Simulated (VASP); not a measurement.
Input of a VASP 6.6.1 run:

The input INCAR:

```
SYSTEM = B
PREC     = Accurate       ! precision mode
ENCUT    = 520            ! plane-wave cutoff, eV
EDIFF    = 1E-6           ! SCF threshold, eV
ISMEAR   = 0              ! smearing method
SIGMA    = 0.1            ! smearing width, eV
LREAL    = .False.        ! projectors in reciprocal space
LASPH    = .True.         ! aspherical terms in the spheres
NELM     = 100            ! most SCF steps
ALGO     = Normal         ! electronic algorithm
ISIF     = 2              ! what is computed and relaxed
LWAVE    = .False.        ! write WAVECAR
LCHARG   = .False.        ! write CHGCAR
LDIPOL   = .True.       
IDIPOL   = 3            
DIPOL    = 0.5 0.5 0.303
GGA      = PE             ! functional
NBANDS   = 10             ! bands
```

KPOINTS

```
Automatic mesh
0
Gamma
  30 30 1
  0 0 0
```

Contents of POSCAR:

```
B
1.0
    1.8420519575      0.0000000000      0.0000000000
    0.0000000000      1.8420519575      0.0000000000
    0.0000000000      0.0000000000     26.4133484800
B
2
Direct
    0.0000000000      0.0000000000      0.3353672008
    0.0000000000      0.0000000000      0.2703871212
```

Potentials or basis: VASP PAW PBE potentials, release 64 (B).

Launch:

```console
$ cat potpaw_PBE.64/B/POTCAR > POTCAR
$ mpirun -np 1 vasp_std > vasp.out
```

Question: Predict the largest force.

Answer: 0.522 eV/Å.

Question: What does it give for the band gap on the k mesh?

Answer: Zero (band 3 reaches -0.54 eV, above the bottom of band 4 at -2.76 eV).

Forces on the atoms (eV/Å):
```
B    0.000  0.000  0.522
B    0.000  0.000 -0.522
```
